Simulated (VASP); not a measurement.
Runs of VASP 6.6.1 on Hf. The structure is that of space group Im-3m (No. 229), or close to it. The cells are those of the table. This isn't the form of Hf at room conditions, which is hcp.

| level | cell | grid for exact exchange (PRECFOCK) | share of exact exchange | screening parameter | gap on the mesh (eV) | pressure (GPa) |
| --- | --- | --- | --- | --- | --- | --- |
| HSE06 | a = 3.072 Å, angles 109.5°, 1 atom | Normal | 0.25 | 0.2079 1/Å | none | -1.3 |
| PBE | a = 3.078 Å, angles 109.5°, 1 atom | - | - | - | none | -1.3 |
| HSE06 | a = 3.084 Å, angles 109.5°, 1 atom | Normal | 0.25 | 0.2079 1/Å | none | (a) |
| HSE06 | a = 3.077 Å, angles 109.5°, 1 atom | Normal | 0.25 | 0.2079 1/Å | none | -1.6 |

Alike in all rows: task single point; potentials or basis VASP PAW PBE potentials, release 64 (Hf_pv); no spin polarisation; k mesh 8 × 8 × 8; cutoff (eV) 520; smearing gaussian 0.05 eV.

**Question.** Estimate the missing entries.

**Answer.** (a) -2.1.

Caveats: spin-orbit coupling is left out, which moves the levels of the heavy elements; the PAW data sets were made with another functional, which shifts forces and pressure a little (at least some runs).

A k mesh can miss the band edges, and the runs leave out spin-orbit coupling on Hf.

A gap of «none» marks levels without a gap at the run's occupations.
